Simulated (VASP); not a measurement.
# AlN (Imm2) in VASP: a series of runs, part 3 of 3

VASP 6.6.1. Earlier steps stand in the parts before.

## (4) Single point, PBE

Input file INCAR:

```
SYSTEM = AlN
PREC     = Accurate       ! precision mode
ENCUT    = 520            ! plane-wave cutoff, eV
EDIFF    = 1E-6           ! SCF threshold, eV
ISMEAR   = 0              ! smearing method
SIGMA    = 0.05           ! smearing width, eV
LREAL    = .FALSE.        ! projectors in reciprocal space
LASPH    = .TRUE.         ! aspherical terms in the spheres
NELM     = 60             ! most SCF steps
ALGO     = Normal         ! electronic algorithm
ISIF     = 2              ! what is computed and relaxed
LWAVE    = .FALSE.        ! write WAVECAR
LCHARG   = .TRUE.         ! write CHGCAR
GGA      = PE             ! functional
LELF     = .TRUE.         ! ELF
LVHAR    = .TRUE.       
NBANDS   = 11             ! bands
```

Input file KPOINTS:

```
regular mesh
0
G
  10 10 10
  0 0 0
```

Input file POSCAR:

```
AlN
1.0
    0.0000000000      2.2562903708      2.2562903708
    2.2562903708      0.0000000000      2.2562903708
    2.2562903708      2.2562903708      0.0000000000
Al N
1 1
Direct
   -0.0045751888      0.0045751888      0.0045751888
    0.7588131387      0.7411868613      0.7411868613
```

Started as:

```bash
$ cat potpaw_PBE.64/Al/POTCAR potpaw_PBE.64/N/POTCAR > POTCAR
$ mpirun -np 1 vasp_std > vasp.out
```

Run time: 63 s. Hardware: 1 thread of AMD EPYC 7R43 (Zen 3), shared host; peak memory 0.13 GiB.

It converged, with:

| Property | Result |
| --- | --- |
| Free energy | -14.7591 eV |
| Pressure | -12.2 GPa |
| Largest force | 0.662 eV/Å |
| Band gap on the k mesh | 3.11 eV, indirect (least direct gap 3.20 eV) |

Forces on the atoms (eV/Å):
```
Al  -0.662  0.000  0.000
N    0.662  0.000  0.000
```

Stress tensor (GPa, compression positive):
```
-12.51   0.00   0.00
  0.00 -12.08  -1.91
  0.00  -1.91 -12.08
```

Levels at points of the mesh, in eV from the valence-band top:
| k point | band 1 | band 2 | band 3 | band 4 | band 5 | band 6 | band 7 | band 8 | band 9 |
| --- | --- | --- | --- | --- | --- | --- | --- | --- | --- |
| (0.00, 0.00, 0.00) | -14.59 | -0.31 | -0.15 | 0.00 | 3.20 | 11.45 | 11.48 | 11.51 | 16.74 |
| (0.50, 0.00, 0.00) | -12.83 | -5.55 | -0.76 | -0.56 | 6.36 | 9.08 | 10.28 | 10.46 | 16.56 |
| (0.00, 0.50, 0.00) | -12.81 | -5.66 | -0.66 | -0.48 | 6.34 | 9.01 | 10.32 | 10.52 | 16.60 |
| (0.50, 0.50, 0.00) | -12.27 | -4.77 | -1.82 | -1.81 | 3.11 | 7.85 | 12.54 | 14.40 | 14.42 |
| (0.00, 0.50, 0.50) | -12.27 | -4.77 | -1.93 | -1.71 | 3.11 | 7.87 | 12.54 | 14.39 | 14.40 |

A k mesh can miss the band edges. Expect the measured gap to be larger: semilocal functionals such as PBE lack the derivative discontinuity.

## (5) Single point, PBE

Input file INCAR:

```
PREC = Accurate
ENCUT = 520
EDIFF = 1E-6
ISMEAR = 0
SIGMA = 0.05
LREAL = False
LASPH = True
NELM = 100
ALGO = Normal
ISIF = 2
LWAVE = False
LCHARG = True
GGA = PE
LELF = True
LVHAR = True
NBANDS = 11
```

Input file KPOINTS:

```
Automatic mesh
0
Gamma
  10 10 10
```

Input file POSCAR:

```
AlN
1.0
    0.0000000000      2.2562903708      2.2562903708
    2.2562903708      0.0000000000      2.2562903708
    2.2562903708      2.2562903708      0.0000000000
Al N
1 1
Direct
   -0.0091503777      0.0091503777      0.0091503777
    0.7676262774      0.7323737226      0.7323737226
```

Potentials or basis: VASP PAW PBE potentials, release 64 (Al, N).

Started as:

```bash
$ cat potpaw_PBE.64/Al/POTCAR potpaw_PBE.64/N/POTCAR > POTCAR
$ mpirun -np 1 vasp_std > vasp.out
```

OUTCAR:

```text
PREC = Accurate
   ENCUT = 520
   EDIFF = 1E-6
   ISMEAR = 0
   LREAL = False
   LASPH = True
   NELM = 100
   ISIF = 2
   GGA = PE

 ion  position               nearest neighbor table
   1  0.991  0.009  0.009-   2 1.89   2 1.89   2 2.03   2 2.03
   2  0.768  0.732  0.732-   1 1.89   1 1.89   1 2.03   1 2.03

  LATTYP: Found a face centered cubic cell.
 ALAT       =     4.5125807416

  Lattice vectors:

 A1 = (   0.0000000000,   2.2562903708,   2.2562903708)
[... 521 lines left out ...]

------------------------ aborting loop because EDIFF is reached ----------------------------------------

  FORCE on cell =-STRESS in cart. coord.  units (eV):
  Direction    XX          YY          ZZ          XY          YZ          ZX
  --------------------------------------------------------------------------------------
  -------------------------------------------------------------------------------------
  Total       -1.7728101     -1.5288306     -1.5288306      0.0000000     -0.5633190      0.0000000
  in kB     -123.6396700   -106.6240026   -106.6240026      0.0000000    -39.2871022      0.0000000
  external PRESSURE =    -112.2958917 kB  Pullay stress =       0.0000000 kB

 VOLUME and BASIS-vectors are now :
 -----------------------------------------------------------------------------
  energy-cutoff  :      520.00
  volume of cell :       22.97
      direct lattice vectors                 reciprocal lattice vectors
     0.000000000  2.256290371  2.256290371    -0.221602683  0.221602683  0.221602683
     2.256290371  0.000000000  2.256290371     0.221602683 -0.221602683  0.221602683
     2.256290371  2.256290371  0.000000000     0.221602683  0.221602683 -0.221602683

 POSITION                                       TOTAL-FORCE (eV/Angst)
 -----------------------------------------------------------------------------------
      0.04129      2.25629      2.25629        -1.310128      0.000000      0.000000
      3.30490      3.38444      3.38444         1.310128      0.000000      0.000000
 -----------------------------------------------------------------------------------
    total drift:                                0.000386      0.000000      0.000000

  FREE ENERGIE OF THE ION-ELECTRON SYSTEM (eV)
  ---------------------------------------------------
  free  energy   TOTEN  =       -14.6994297202 eV

  energy  without entropy=      -14.6994297202  energy(sigma->0) =      -14.69942972
```

OSZICAR:

```text
N       E                     dE             d eps       ncg     rms          rms(c)
DAV:   1     0.103835196147E+02    0.10384E+02   -0.36998E+03  3874   0.593E+02
DAV:   2    -0.160102125292E+02   -0.26394E+02   -0.25425E+02  4497   0.132E+02
DAV:   3    -0.169498347452E+02   -0.93962E+00   -0.93832E+00  4550   0.239E+01
DAV:   4    -0.169549695125E+02   -0.51348E-02   -0.51344E-02  4260   0.195E+00
DAV:   5    -0.169550353677E+02   -0.65855E-04   -0.65855E-04  4551   0.214E-01    0.828E+00
DAV:   6    -0.147083952619E+02    0.22466E+01   -0.12505E+01  4406   0.170E+01    0.277E+00
DAV:   7    -0.147071032718E+02    0.12920E-02   -0.14529E-01  4131   0.316E+00    0.197E+00
DAV:   8    -0.147012483647E+02    0.58549E-02   -0.36393E-02  4176   0.176E+00    0.623E-01
DAV:   9    -0.146993659257E+02    0.18824E-02   -0.56241E-03  4482   0.446E-01    0.235E-01
DAV:  10    -0.146994189328E+02   -0.53007E-04   -0.53717E-04  4176   0.153E-01    0.149E-02
DAV:  11    -0.146994290170E+02   -0.10084E-04   -0.14080E-05  4455   0.297E-02    0.800E-03
DAV:  12    -0.146994297202E+02   -0.70313E-06   -0.14629E-06  4158   0.854E-03
   1 F= -.14699430E+02 E0= -.14699430E+02  d E =-.528922E-17
```

stdout:

```text
POSCAR found type information on POSCAR AlN
 POSCAR found :  2 types and       2 ions
 scaLAPACK will be used
 LDA part: xc-table for (Slater+PW92), standard interpolation
 POSCAR, INCAR and KPOINTS ok, starting setup
 FFT: planning ... GRIDC
 FFT: planning ... GRID_SOFT
 FFT: planning ... GRID
 WAVECAR not read
 entering main loop
```

Run time: 64 s. Hardware: 1 thread of AMD EPYC 7R43 (Zen 3), shared host; peak memory 0.13 GiB.

Results:

```
Free energy            : -14.6994 eV
Pressure               : -11.2 GPa
Largest force          : 1.310 eV/Å
Band gap on the k mesh : 2.96 eV, indirect (least direct gap 3.05 eV)
```

Forces in eV/Å, atoms in the order of the input:
```
Al  -1.310  0.000  0.000
N    1.310  0.000  0.000
```

Levels at points of the mesh, in eV from the valence-band top:
| k point | band 2 | band 3 | band 4 | band 5 | band 6 | band 7 |
| --- | --- | --- | --- | --- | --- | --- |
| (0.00, 0.00, 0.00) | -0.61 | -0.28 | 0.00 | 3.05 | 11.29 | 11.35 |
| (0.50, 0.00, 0.00) | -5.63 | -1.06 | -0.64 | 6.21 | 8.94 | 10.06 |
| (0.00, 0.50, 0.00) | -5.86 | -0.84 | -0.49 | 6.16 | 8.81 | 10.12 |
| (0.50, 0.50, 0.00) | -4.92 | -1.94 | -1.93 | 2.96 | 7.65 | 12.35 |
| (0.00, 0.50, 0.50) | -4.90 | -2.19 | -1.75 | 2.98 | 7.74 | 12.35 |

Caveat: forces of over 1 eV/Å act on the atoms, so gaps and moduli don't describe the material at rest. A k mesh can miss the band edges.

## (6) Single point, PBE

This run uses another cell than the first one, of 10.14 Å³/atom, 0.883 times its volume.

Input file INCAR:

```
SYSTEM = AlN
ALGO     = Normal         ! electronic algorithm
EDIFF    = 1E-7           ! SCF threshold, eV
ENCUT    = 520            ! plane-wave cutoff, eV
GGA      = PE             ! functional
ISIF     = 2              ! what is computed and relaxed
ISMEAR   = 0              ! smearing method
LASPH    = .True.         ! aspherical terms in the spheres
LCHARG   = .False.        ! write CHGCAR
LREAL    = .False.        ! projectors in reciprocal space
LWAVE    = .False.        ! write WAVECAR
NBANDS   = 11             ! bands
NELM     = 100            ! most SCF steps
PREC     = Accurate       ! precision mode
SIGMA    = 0.05           ! smearing width, eV
```

Input file KPOINTS:

```
k-points
0
Gamma
  10 10 10
  0 0 0
```

Input file POSCAR:

```
AlN
1.0
    0.0000000000      2.1644978747      2.1644978747
    2.1644978747      0.0000000000      2.1644978747
    2.1644978747      2.1644978747      0.0000000000
Al N
1 1
Direct
   -0.0068627833      0.0068627833      0.0068627833
    0.7632197081      0.7367802919      0.7367802919
```

Potentials or basis: VASP PAW PBE potentials, release 64 (Al, N).

Started as:

```bash
$ cat potpaw_PBE.64/Al/POTCAR potpaw_PBE.64/N/POTCAR > POTCAR
$ mpirun -np 1 vasp_std > vasp.out
```

It took 9.6 s on 1 thread of Intel Xeon 6975P-C (Granite Rapids), shared host; peak memory 0.15 GiB.

Results (log left out):

| Quantity | Value |
| --- | --- |
| Free energy | -14.7544 eV |
| Pressure | 11.6 GPa |
| Largest force | 1.369 eV/Å |
| Band gap on the k mesh | 3.10 eV, indirect (least direct gap 4.20 eV) |

Forces on the atoms (eV/Å):
```
Al  -1.369  0.000  0.000
N    1.369  0.000  0.000
```

Stress tensor (GPa, compression positive):
```
10.49  0.00  0.00
 0.00 12.19 -7.50
 0.00 -7.50 12.19
```

Levels at points of the mesh, in eV from the valence-band top:
```tsv
k point	band 1	band 2	band 3	band 4	band 5	band 6	band 7	band 8
(0.00, 0.00, 0.00)	-15.36	-0.46	-0.22	0.00	4.20	12.58	12.62	12.63
(0.50, 0.00, 0.00)	-13.25	-6.13	-0.92	-0.64	7.44	9.85	11.00	11.16
(0.00, 0.50, 0.00)	-13.22	-6.25	-0.75	-0.51	7.32	9.75	11.03	11.24
(0.50, 0.50, 0.00)	-12.58	-5.21	-2.02	-2.01	3.10	8.51	14.05	15.87
(0.00, 0.50, 0.50)	-12.58	-5.21	-2.20	-1.87	3.12	8.56	14.05	15.79
```

Caveat: forces of over 1 eV/Å act on the atoms, so gaps and moduli don't describe the material at rest. A k mesh can miss the band edges.
